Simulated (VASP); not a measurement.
# C (Fd-3m) in VASP: settings compared

C is run at these levels: LDA, PBE; tasks: G0W0 quasiparticle levels.

Program: VASP 6.6.1. These are calculated values, not measurements. Logs are shortened: lines on timing, memory, paths and dates and some standing lists are left out, and cuts for length are marked.

**1. The cell of the first run**

The structure is cubic, space group Fd-3m (No. 227). Conventional cell: a = 3.560 Å, b = 3.560 Å, c = 3.560 Å, α = 90.00°, β = 90.00°, γ = 90.00°. Within 2.1 Å of C (site symmetry -43m) lie 4 C at 1.54 Å.

**2. G0W0 quasiparticle levels, LDA**

POSCAR

```
C
1.0
    0.0000000000      1.7801241411      1.7801241411
    1.7801241411      0.0000000000      1.7801241411
    1.7801241411      1.7801241411      0.0000000000
C
2
Direct
    0.0000000000      0.0000000000      0.0000000000
    0.2500000000      0.2500000000      0.2500000000
```

INCAR.step1

```
PREC = Accurate ; ENCUT = 500
EDIFF = 1E-8 ; ISMEAR = 0
SIGMA = 0.01 ; LREAL = False
LASPH = True ; NELM = 80
ALGO = Normal ; LWAVE = True
LCHARG = False
```

INCAR.step2

```
PREC = Accurate ; ENCUT = 500
EDIFF = 1E-8 ; ISMEAR = 0
SIGMA = 0.01 ; LREAL = False
LASPH = True ; NELM = 1
ALGO = Exact ; LWAVE = True
LCHARG = False ; NBANDS = 64
LOPTICS = True ; ISTART = 1
```

INCAR.step3

```
PREC = Accurate ; ENCUT = 500
EDIFF = 1E-8 ; ISMEAR = 0
SIGMA = 0.01 ; LREAL = False
LASPH = True ; ALGO = EVGW0
LWAVE = False ; LCHARG = False
NELMGW = 1 ; NBANDS = 64
ENCUTGW = 80.0 ; NOMEGA = 48
PRECFOCK = Fast ; ISTART = 1
NBANDSGW = 12
```

KPOINTS

```
Automatic mesh
0
Gamma
  4 4 4
```

Potentials or basis: VASP PAW LDA potentials, release 64 (C_GW).

Started as:

```
$ cat potpaw_LDA.64/C_GW/POTCAR > POTCAR
$ cp INCAR.step1 INCAR
$ mpirun -np 1 vasp_std > vasp.out
$ cp INCAR.step2 INCAR
$ mpirun -np 1 vasp_std > vasp.out
$ cp INCAR.step3 INCAR
$ mpirun -np 1 vasp_std > vasp.out
```

OUTCAR:

```text
PREC = Accurate
   ENCUT = 500
   EDIFF = 1E-8
   ISMEAR = 0
   LREAL = False
   LASPH = True
   NELMGW = 1
   ENCUTGW = 80.0
   PRECFOCK = Fast
   ISTART = 1

 ion  position               nearest neighbor table
   1  0.000  0.000  0.000-   2 1.54   2 1.54   2 1.54   2 1.54
   2  0.250  0.250  0.250-   1 1.54   1 1.54   1 1.54   1 1.54

  LATTYP: Found a face centered cubic cell.
 ALAT       =     3.5602482822

  Lattice vectors:

 A1 = (   0.0000000000,   1.7801241411,   1.7801241411)
 A2 = (   1.7801241411,   0.0000000000,   1.7801241411)
 A3 = (   1.7801241411,   1.7801241411,   0.0000000000)

Analysis of symmetry for initial positions (statically):
=====================================================================
 Subroutine PRICEL returns:
 Original cell was already a primitive cell.

 Routine SETGRP: Setting up the symmetry group for a
 face centered cubic supercell.

 Subroutine GETGRP returns: Found 48 space group operations
 (whereof 24 operations were pure point group operations)
 out of a pool of 48 trial point group operations.

The static configuration has the point symmetry T_d .
 The point group associated with its full space group is O_h .

Analysis of symmetry for dynamics (positions and initial velocities):
=====================================================================
 Subroutine PRICEL returns:
 Original cell was already a primitive cell.

 Routine SETGRP: Setting up the symmetry group for a
 face centered cubic supercell.

 Subroutine GETGRP returns: Found 48 space group operations
 (whereof 24 operations were pure point group operations)
 out of a pool of 48 trial point group operations.

The dynamic configuration has the point symmetry T_d .
 The point group associated with its full space group is O_h .

 Subroutine INISYM returns: Found 48 space group operations
 (whereof 24 operations are pure point group operations),
 and found     1 'primitive' translations

----------------------------------------------------------------------------------------

                                     Primitive cell

  volume of cell :      11.2819

  direct lattice vectors                    reciprocal lattice vectors
     0.000000000  1.780124141  1.780124141    -0.280879287  0.280879287  0.280879287
     1.780124141  0.000000000  1.780124141     0.280879287 -0.280879287  0.280879287
     1.780124141  1.780124141  0.000000000     0.280879287  0.280879287 -0.280879287

  length of vectors
     2.517475703  2.517475703  2.517475703     0.486497196  0.486497196  0.486497196

  position of ions in fractional coordinates (direct lattice)
     0.000000000  0.000000000  0.000000000
     0.250000000  0.250000000  0.250000000

  ion indices of the primitive-cell ions
   primitive index   ion index
                 1           1
                 2           2

----------------------------------------------------------------------------------------

 KPOINTS: Automatic mesh

Automatic generation of k-mesh.
 Grid dimensions read from file:
 generate k-points for:    4    4    4

 Generating k-lattice:

  Cartesian coordinates                     Fractional coordinates (reciprocal lattice)
    -0.070219822  0.070219822  0.070219822     0.250000000  0.000000000  0.000000000
     0.070219822 -0.070219822  0.070219822     0.000000000  0.250000000  0.000000000
     0.070219822  0.070219822 -0.070219822     0.000000000  0.000000000  0.250000000

  Length of vectors
     0.121624299  0.121624299  0.121624299

  Shift w.r.t. Gamma in fractional coordinates (k-lattice)
     0.000000000  0.000000000  0.000000000

 Subroutine IBZKPT returns following result:
 ===========================================

 Found      8 irreducible k-points:

 Following reciprocal coordinates:
            Coordinates               Weight
  0.000000  0.000000  0.000000      1.000000
  0.250000  0.000000  0.000000      8.000000
  0.500000  0.000000  0.000000      4.000000
  0.250000  0.250000  0.000000      6.000000
  0.500000  0.250000  0.000000     24.000000
 -0.250000  0.250000  0.000000     12.000000
  0.500000  0.500000  0.000000      3.000000
 -0.250000  0.500000  0.250000      6.000000
   k-points           NKPTS =      8   k-points in BZ     NKDIM =     64   number of bands    NBANDS=     64
   number of dos      NEDOS =    301   number of ions     NIONS =      2
   total plane-waves  NPLWV =   5832
   dimension x,y,z NGX =    18 NGY =   18 NGZ =   18
   dimension x,y,z NGXF=    36 NGYF=   36 NGZF=   36
   ions per type =               2
   NGX,Y,Z   is equivalent  to a cutoff of  11.89, 11.89, 11.89 a.u.
   NGXF,Y,Z  is equivalent  to a cutoff of  23.77, 23.77, 23.77 a.u.
 SYSTEM =  unknown system
   PREC   = accura    normal or accurate (medium, high low for compatibility)
   ISTART =      1    job   : 0-new  1-cont  2-samecut
   ICHARG =      0    charge: 1-file 2-atom 10-const
   ISPIN  =      1    spin polarized calculation?
   LNONCOLLINEAR =      F non collinear calculations
   LSORBIT =      F    spin-orbit coupling
   LASPH  =      T    aspherical Exc in radial PAW
   ENCUT  =  500.0 eV  36.75 Ry    6.06 a.u.   4.59  4.59  4.59*2*pi/ulx,y,z
   NELM   =     60;   NELMIN=  2; NELMDL=  0     # of ELM steps
   EDIFF  = 0.1E-07   stopping-criterion for ELM
   LREAL  =      F    real-space projection
   EDIFFG = 0.1E-06   stopping-criterion for IOM
   NSW    =      0    number of steps for IOM
   IBRION =     -1    ionic relax: 0-MD 1-quasi-New 2-CG
   NFREE  =      0    steps in history (QN), initial steepest desc. (CG)
   ISIF   =      0    stress and relaxation
   ISYM   =      3    0-nonsym 1-usesym 2-fastsym
   POTIM  = 0.5000    time-step for ionic-motion
   TEBEG  =    0.0;   TEEND  =   0.0 temperature during run
   PSTRESS=    0.0 pullay stress
   NELECT =       8.0000    total number of electrons
   NUPDOWN=      -1.0000    fix difference up-down
   EMIN   =  10.00;   EMAX   =-10.00  energy-range for DOS
   EFERMI =   0.00;   METHOD = LEGACY
   ISMEAR =     0;   SIGMA  =   0.01  broadening in eV -4-tet -1-fermi 0-gaus
   EFERMI_NEDOS =   21; number of points for ismear=-14 and -15
   IALGO  =     38    algorithm
   IMIX   =      4    mixing-type and parameters
     AMIX     =   0.40;   BMIX     =  1.00
     AMIX_MAG =   1.60;   BMIX_MAG =  1.00
  volume/ion in A,a.u.               =       5.64        38.07
  Fermi-wavevector in a.u.,A,eV,Ry     =   1.459860  2.758735 28.996616  2.131191
  Thomas-Fermi vector in A             =   2.576377
   LORBIT       =      0    0 simple, 1 ext, 2 COOP (PROOUT), +10 PAW based schemes
   GGA     = CA    functional components
   LHFCALC =     T    Hartree Fock is set to
   PRECFOCK=fast      Normal, Fast or Accurate (Low or Medium for compatibility)
   ENCUT4O =  -1.0   cutoff for four orbital integrals eV
   NKREDX  =     1    reduce k-point grid by
   NKREDY  =     1    reduce k-point grid by
   NKREDZ  =     1    reduce k-point grid by
   AEXX    =    1.0000 exact exchange contribution
   HFSCREEN=    0.0000 screening length (either q_TF or 0.3 A-1)
   HFSCREENC=   0.0000 screening length for correlation (either q_TF or 0.3 A-1)
   ENCUTFOCK=  -1.0 apply spherical cutoff to Coloumb kernel
   IVDW    =     0    specifies the selected vdW correction
   LEPSILON=     F    determine dielectric tensor
   LRPA    =     F    only Hartree local field effects (RPA)
   LRPAFORCE           =     F    calculate RPA forces
   ENCUTGW             =  80.0    cutoff for response function in eV
   ENCUTGWSOFT         =  64.0    soft cutoff for Coulomb kernel in GW response function in eV
   ENCUTLF             =  -1.0    cutoff for local field effects
   NELMGW              =     1    number of iterations in solving QP/BSE equation
   NELMHF              =     1    number of iterations in the inner HF iteration
   NKREDLFX            =     1    NKREDLFY  =   1   NKREDLFZ  =   1
 non-spin polarized calculation
 Gauss-broadening in eV      SIGMA  =   0.01
  energy-cutoff  :      500.00
  volume of cell :       11.28
 maximum number of plane-waves:       302
  NGX = 12; NGY = 12; NGZ = 12
   NGX =  9   NGY =  9   NGZ =  9
 maximum number of plane-waves:        22
 NGX is ok and might be reduce to    10

 QP shifts <psi_nk| G(iteration)W_0 |psi_nk>: iteration 1
 for sc-GW calculations column KS-energies equals QP-energies in previous step
 and V_xc(KS)=  KS-energies - (<T + V_ion + V_H > + <T+V_H+V_ion>^1  + <V_x>^1)

 k-point   1 :       0.0000    0.0000    0.0000
  band No.  KS-energies  QP-energies   sigma(KS)   V_xc(KS)     V^pw_x(r,r')   Z            occupation Imag(sigma)

      1     -11.5305     -12.7680     -16.4045     -14.7890     -25.3381       0.7660       2.0000       1.4768
      2       9.8710       9.9264     -16.9455     -17.0126     -19.4911       0.8255       2.0000       0.1004
      3       9.8710       9.9264     -16.9455     -17.0126     -19.4911       0.8255       2.0000       0.1004
      4       9.8710       9.9264     -16.9455     -17.0126     -19.4911       0.8255       2.0000       0.1004
      5      15.4234      16.9380     -13.9545     -15.7990      -9.1179       0.8212       0.0000      -0.1107
      6      15.4234      16.9380     -13.9545     -15.7990      -9.1179       0.8212       0.0000      -0.1107
      7      15.4234      16.9380     -13.9545     -15.7990      -9.1179       0.8212       0.0000      -0.1107
      8      23.5497      24.7524     -14.7216     -16.2614      -7.5610       0.7811       0.0000      -0.2719
      9      28.9255      29.6747     -11.5256     -12.4520      -4.3593       0.8087       0.0000      -0.4224
     10      36.5392      37.6578     -12.6112     -13.9711      -5.8590       0.8226       0.0000      -0.5861
     11      36.5392      37.6578     -12.6112     -13.9711      -5.8590       0.8226       0.0000      -0.5861
     12      37.1954      37.9955     -11.0240     -11.9984      -3.2621       0.8212       0.0000      -1.0087

 k-point   2 :       0.2500    0.0000    0.0000
  band No.  KS-energies  QP-energies   sigma(KS)   V_xc(KS)     V^pw_x(r,r')   Z            occupation Imag(sigma)
[... 97 lines left out ...]
      1      -1.9414      -2.8828     -17.1610     -15.9351     -23.4212       0.7680       2.0000       0.4179
      2      -1.9414      -2.8828     -17.1610     -15.9351     -23.4212       0.7680       2.0000       0.4179
      3       1.4515       0.8845     -15.8213     -15.1046     -20.1382       0.7911       2.0000       0.2090
      4       1.4515       0.8845     -15.8213     -15.1046     -20.1382       0.7911       2.0000       0.2090
      5      20.3273      21.7447     -12.8337     -14.5717      -7.0182       0.8156       0.0000      -0.1621
      6      20.3273      21.7447     -12.8337     -14.5717      -7.0182       0.8156       0.0000      -0.1621
      7      22.2733      23.9376     -14.2250     -16.3281      -7.5421       0.7913       0.0000      -0.2315
      8      22.2733      23.9376     -14.2250     -16.3281      -7.5421       0.7913       0.0000      -0.2315
      9      31.0002      32.8768     -13.5283     -15.9357      -5.6263       0.7795       0.0000      -0.5574
     10      31.0002      32.8768     -13.5283     -15.9357      -5.6263       0.7795       0.0000      -0.5574
     11      40.1508      41.4986     -12.1718     -13.8491      -4.1887       0.8036       0.0000      -1.0470
     12      40.1508      41.4986     -12.1718     -13.8491      -4.1887       0.8036       0.0000      -1.0470
```

It took 23 s on 1 thread of Intel Xeon 8259CL, shared host; peak memory 0.13 GiB.

What came out:

- Band gap on the k mesh, mean-field level: 4.42 eV, indirect (least direct gap 5.55 eV)
- Quasiparticle gap: 5.49 eV
- Least direct quasiparticle gap: 7.01 eV

Caveat: the k points lie up to 0.76 Å⁻¹ apart; bands, screening cutoff and mesh are small and nothing is extrapolated, so the quasiparticle values aren't converged.

**3. G0W0 quasiparticle levels, LDA**

POSCAR is that of step 2.

INCAR.step1

```
PREC = Accurate ; ENCUT = 500
EDIFF = 1E-8 ; ISMEAR = 0
SIGMA = 0.01 ; LREAL = False
LASPH = True ; NELM = 100
ALGO = Normal ; LWAVE = True
LCHARG = False
```

INCAR.step2 is that of step 2.

INCAR.step3 is that of step 2.

KPOINTS is that of step 2.

Potentials or basis: VASP PAW LDA potentials, release 64 (C_GW).

Started as:

```
$ cat potpaw_LDA.64/C_GW/POTCAR > POTCAR
$ cp INCAR.step1 INCAR
$ mpirun -np 1 vasp_std > vasp.out
$ cp INCAR.step2 INCAR
$ mpirun -np 1 vasp_std > vasp.out
$ cp INCAR.step3 INCAR
$ mpirun -np 1 vasp_std > vasp.out
```

OUTCAR:

```text
PREC = Accurate
   ENCUT = 500
   EDIFF = 1E-8
   ISMEAR = 0
   LREAL = False
   LASPH = True
   NELMGW = 1
   ENCUTGW = 80.0
   PRECFOCK = Fast
   ISTART = 1

 ion  position               nearest neighbor table
   1  0.000  0.000  0.000-   2 1.54   2 1.54   2 1.54   2 1.54
   2  0.250  0.250  0.250-   1 1.54   1 1.54   1 1.54   1 1.54

  LATTYP: Found a face centered cubic cell.
 ALAT       =     3.5602482822

  Lattice vectors:

 A1 = (   0.0000000000,   1.7801241411,   1.7801241411)
 A2 = (   1.7801241411,   0.0000000000,   1.7801241411)
 A3 = (   1.7801241411,   1.7801241411,   0.0000000000)

Analysis of symmetry for initial positions (statically):
=====================================================================
 Subroutine PRICEL returns:
 Original cell was already a primitive cell.

[... 149 lines left out ...]
   NELMGW              =     1    number of iterations in solving QP/BSE equation
   NELMHF              =     1    number of iterations in the inner HF iteration
   NKREDLFX            =     1    NKREDLFY  =   1   NKREDLFZ  =   1
 non-spin polarized calculation
 Gauss-broadening in eV      SIGMA  =   0.01
  energy-cutoff  :      500.00
  volume of cell :       11.28
 maximum number of plane-waves:       302
  NGX = 12; NGY = 12; NGZ = 12
   NGX =  9   NGY =  9   NGZ =  9
 maximum number of plane-waves:        22
 NGX is ok and might be reduce to    10

 QP shifts <psi_nk| G(iteration)W_0 |psi_nk>: iteration 1
 for sc-GW calculations column KS-energies equals QP-energies in previous step
 and V_xc(KS)=  KS-energies - (<T + V_ion + V_H > + <T+V_H+V_ion>^1  + <V_x>^1)

 k-point   1 :       0.0000    0.0000    0.0000
  band No.  KS-energies  QP-energies   sigma(KS)   V_xc(KS)     V^pw_x(r,r')   Z            occupation Imag(sigma)

      1     -11.5305     -12.7680     -16.4045     -14.7890     -25.3381       0.7660       2.0000       1.4768
      2       9.8710       9.9264     -16.9455     -17.0126     -19.4911       0.8255       2.0000       0.1004
      3       9.8710       9.9264     -16.9455     -17.0126     -19.4911       0.8255       2.0000       0.1004
      4       9.8710       9.9264     -16.9455     -17.0126     -19.4911       0.8255       2.0000       0.1004
      5      15.4234      16.9380     -13.9545     -15.7990      -9.1179       0.8212       0.0000      -0.1107
      6      15.4234      16.9380     -13.9545     -15.7990      -9.1179       0.8212       0.0000      -0.1107
      7      15.4234      16.9380     -13.9545     -15.7990      -9.1179       0.8212       0.0000      -0.1107
      8      23.5497      24.7524     -14.7216     -16.2614      -7.5610       0.7811       0.0000      -0.2719
      9      28.9255      29.6747     -11.5256     -12.4520      -4.3593       0.8087       0.0000      -0.4224
     10      36.5392      37.6578     -12.6112     -13.9711      -5.8590       0.8226       0.0000      -0.5861
     11      36.5392      37.6578     -12.6112     -13.9711      -5.8590       0.8226       0.0000      -0.5861
     12      37.1954      37.9955     -11.0240     -11.9984      -3.2621       0.8212       0.0000      -1.0087
[... 100 lines left out ...]
      1      -1.9414      -2.8828     -17.1610     -15.9351     -23.4212       0.7680       2.0000       0.4179
      2      -1.9414      -2.8828     -17.1610     -15.9351     -23.4212       0.7680       2.0000       0.4179
      3       1.4515       0.8845     -15.8213     -15.1046     -20.1382       0.7911       2.0000       0.2090
      4       1.4515       0.8845     -15.8213     -15.1046     -20.1382       0.7911       2.0000       0.2090
      5      20.3273      21.7447     -12.8337     -14.5717      -7.0182       0.8156       0.0000      -0.1621
      6      20.3273      21.7447     -12.8337     -14.5717      -7.0182       0.8156       0.0000      -0.1621
      7      22.2733      23.9376     -14.2250     -16.3281      -7.5421       0.7913       0.0000      -0.2315
      8      22.2733      23.9376     -14.2250     -16.3281      -7.5421       0.7913       0.0000      -0.2315
      9      31.0002      32.8768     -13.5283     -15.9357      -5.6263       0.7795       0.0000      -0.5574
     10      31.0002      32.8768     -13.5283     -15.9357      -5.6263       0.7795       0.0000      -0.5574
     11      40.1508      41.4986     -12.1718     -13.8491      -4.1887       0.8036       0.0000      -1.0470
     12      40.1508      41.4986     -12.1718     -13.8491      -4.1887       0.8036       0.0000      -1.0470
```

Wall time 19 s (1 thread of Intel Xeon Platinum 8175M at 2.50GHz (Skylake/Cascade Lake), shared host); peak memory 0.13 GiB.

Results:

```
Band gap on the k mesh, mean-field level : 4.42 eV, indirect (least direct gap 5.55 eV)
Quasiparticle gap                        : 5.49 eV
Least direct quasiparticle gap           : 7.01 eV
```

Caveat: the k points lie up to 0.76 Å⁻¹ apart; bands, screening cutoff and mesh are small and nothing is extrapolated, so the quasiparticle values aren't converged.

[end of part 1 of 2]
